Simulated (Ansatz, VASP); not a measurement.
**Si3Ge: VASP beside Ansatz**

The input POSCAR:

```
Si3Ge
1.0
    3.9364683867      0.0000000000      0.0000000000
    0.0000000000      3.9364683867      0.0000000000
    0.0000000000      0.0000000000      3.9364683867
Si Ge
3 1
Direct
    0.0000000000      0.5000000000      0.5000000000
    0.5000000000      0.0000000000      0.5000000000
    0.5000000000      0.5000000000      0.0000000000
    0.0000000000      0.0000000000      0.0000000000
```

The input INCAR.step1:

```
SYSTEM = Si3Ge
  PREC = Accurate
  ENCUT = 520
  ISMEAR = 0
  SIGMA = 0.1
  LREAL = .FALSE.
  LASPH = .TRUE.
  NELM = 80
  NBANDS = 21
  GGA = PE
  ALGO = Normal
  EDIFF = 1E-4
  LWAVE = .TRUE.
  LCHARG = .FALSE.
```

Contents of INCAR.step2:

```
SYSTEM = Si3Ge
  PREC = Accurate
  ENCUT = 520
  EDIFF = 1E-6
  ISMEAR = 0
  SIGMA = 0.1
  LREAL = .FALSE.
  LASPH = .TRUE.
  NELM = 80
  ALGO = Normal
  ISIF = 2
  LWAVE = .FALSE.
  LCHARG = .FALSE.
  METAGGA = R2SCAN
  LMIXTAU = .TRUE.
  NBANDS = 21
  ISTART = 1
```

File KPOINTS:

```
Automatic mesh
0
G
  4 4 4
  0 0 0
```

Input for Ansatz:

```yaml
crystal:
  lattice:
    - [3.9364683867, 0.0, 0.0]
    - [0.0, 3.9364683867, 0.0]
    - [0.0, 0.0, 3.9364683867]
  atoms:
    - { symbol: Si, position: [0.0, 0.5, 0.5] }
    - { symbol: Si, position: [0.5, 0.0, 0.5] }
    - { symbol: Si, position: [0.5, 0.5, 0.0] }
    - { symbol: Ge, position: [0.0, 0.0, 0.0] }
basis:
  ecutwfc: 500
kpoints:
  mp_grid: { grid: [4, 4, 4] }
hamiltonian:
  xc: r2scan
scf:
  occupations: { method: gaussian, width: 0.1 }
  lower_state_search: "off"
output:
  forces: true
  stress: true
  eigenvalues: true
```

Alike in both runs: task single point; functional r2SCAN; k mesh 4 × 4 × 4; occupations gaussian, width 0.1 eV; no spin polarisation.

```csv
,VASP,Ansatz
version,VASP 6.6.1,Ansatz 0.2.0
potentials or method,"VASP PAW PBE potentials, release 64 (Si, Ge_d), cutoff 520 eV","scalar-relativistic, plane waves, PAW"
valence electrons in the cell,26,26
```

```tsv
	VASP	Ansatz	Ansatz less VASP
gap on the k mesh at the Fermi level (eV)	none	none	-
pressure (GPa)	2.8	2.8	+0.04
```

VASP's potentials were made for PBE, not for r2SCAN. A gap of «none» marks a metal or a gap that the smearing closes. With one functional, cell and mesh, what is left measures potentials, basis and numerics.

The k mesh is coarse, so the values compare programs but aren't converged.
